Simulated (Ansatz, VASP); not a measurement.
## O: VASP beside Ansatz

```
CELL_PARAMETERS angstrom
7.87729 0.00000 0.00000
0.00000 7.87729 0.00000
0.00000 0.00000 7.87729
ATOMIC_POSITIONS crystal
O 0.13184 0.63553 0.03337
O 0.13850 0.64222 0.87900
O 0.38231 0.29894 0.27748
O 0.41231 0.31798 0.12646
O 0.03915 0.24998 0.75630
O 0.15499 0.16847 0.69438
O 0.01086 0.82556 0.51671
O 0.98825 0.90905 0.38807
O 0.82200 0.11856 0.05183
O 0.80001 0.98496 0.97592
O 0.40265 0.92254 0.97204
O 0.43825 0.94996 0.82393
O 0.64768 0.18505 0.61079
O 0.72381 0.20396 0.47747
O 0.40429 0.62319 0.55572
O 0.38147 0.67946 0.41302
```

Alike in both runs: functional PBE; dispersion D3(BJ); k mesh 1 × 1 × 1; occupations fermi-dirac, width 0.02 eV; collinear spin.

Ansatz relaxed the structure, and its values are those at the end. VASP's run is a single point on that final structure, the one shown.

|  | VASP | Ansatz |
| --- | --- | --- |
| version | VASP 6.6.1 | Ansatz 0.2.0 |
| potentials or method | VASP PAW PBE potentials, release 64 (O), cutoff 520 eV | scalar-relativistic, plane waves, PAW |
| valence electrons in the cell | 96 | 96 |

```tsv
	VASP	Ansatz	Ansatz less VASP
rms of the force components (eV/Å)	0.566	0.115	-0.4514
net moment per atom (μB)	1.00	1.00	0.000
size of the moment on the site where the two differ most (μB)	0.81	0.56	-0.253
```

Site moments also hang on the region over which each program counts them. One of these differences is far larger than is usual between the two programs; its cause wasn't traced.

Noted on VASP's run: the standard files for N, O and F lose accuracy on very short bonds.
